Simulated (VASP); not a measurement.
Runs of VASP 6.6.1 on CoO. It takes space group R-3m (No. 166, trigonal). The conventional cell has a = 3.011 Å, b = 3.011 Å, c = 7.320 Å, α = 90.00°, β = 90.00°, γ = 120.00°. Co (site symmetry -3m) has 6 O at 2.12 Å within 2.8 Å. Within 2.8 Å of O (site symmetry -3m) lie 6 Co at 2.12 Å. 

```csv
potentials or basis,k mesh,cutoff (eV),smearing,second run,gap on the mesh (eV),pressure (GPa),moment (μB)
"VASP PAW PBE potentials, release 64 (Co_sv, O)",1 × 1 × 1,600,gaussian 0.1 eV,valence_matched,0.17,12.2,3.00
"VASP PAW PBE potentials, release 64 (Co, O)",6 × 6 × 6,520,gaussian 0.1 eV,-,none,-11.5,2.77
"VASP PAW PBE potentials, release 64 (Co, O)",9 × 9 × 9,520,gaussian 0.01 eV,-,none,-9.6,(a)
"VASP PAW PBE potentials, release 64 (Co, O)",9 × 9 × 9,520,gaussian 0.1 eV,-,none,-9.9,2.90
"VASP PAW PBE potentials, release 64 (Co, O)",9 × 9 × 9,520,gaussian 0.4 eV,-,none,-9.8,2.79
"VASP PAW PBE potentials, release 64 (Co, O)",1 × 1 × 1,520,gaussian 0.1 eV,-,0.19,(b),3.00
"VASP PAW PBE potentials, release 64 (Co, O)",12 × 12 × 12,520,gaussian 0.1 eV,-,none,-9.6,2.94
```

Alike in all rows: task single point; level PBEsol; spin collinear, ferromagnetic start; cell as given.

Problem. Estimate the missing entries.

Solution. (a) 2.95; (b) 11.4.

Caveats: some runs use coarse meshes; the PAW data sets were made with another functional, which shifts forces and pressure a little; a cell with one magnetic atom can't hold antiferromagnetic order, which such compounds often take; semilocal functionals often make such compounds metallic where correlation or magnetic order opens a gap, which also shifts bond lengths (some runs).

A k mesh can miss the band edges.

A gap of «none» marks levels without a gap at the run's occupations.

The runs don't all hold the same shells in valence.
